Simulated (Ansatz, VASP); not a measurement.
## TiO2: VASP beside Ansatz

```
Ti O
1.0
     4.64317    0.00000    0.00000
     0.00000    4.64317    0.00000
     0.00000    0.00000    2.96399
Ti O
2 4
Direct
  0.00000 0.00000 0.00000
  0.50000 0.50000 0.50000
  0.30513 0.30513 0.00000
  0.69487 0.69487 0.00000
  0.80513 0.19487 0.50000
  0.19487 0.80513 0.50000
```

Alike in both runs: functional PBE; k mesh 8 × 8 × 11; occupations fermi-dirac, width 0.08 eV; no spin polarisation.

Ansatz relaxed the structure, and its values are those at the end. VASP's run is a single point on that final structure, the one shown.

|  | VASP | Ansatz |
| --- | --- | --- |
| version | VASP 6.6.1 | Ansatz 0.2.0 |
| potentials or method | VASP PAW PBE potentials, release 64 (Ti_sv, O) | PAW with Ansatz's default frozen-core files, scalar-relativistic |
| plane-wave cutoff (eV) | 520 | 420 |
| valence electrons in the cell | 48 | 48 |

|  | VASP | Ansatz | Ansatz less VASP |
| --- | --- | --- | --- |
| pressure (GPa) | 0.7 | 0.0 | -0.67 |
| rms of the force components (eV/Å) | 0.013 | 0.000 | -0.0133 |

The functional is the same, so the differences come from potentials, cutoffs and numerics.
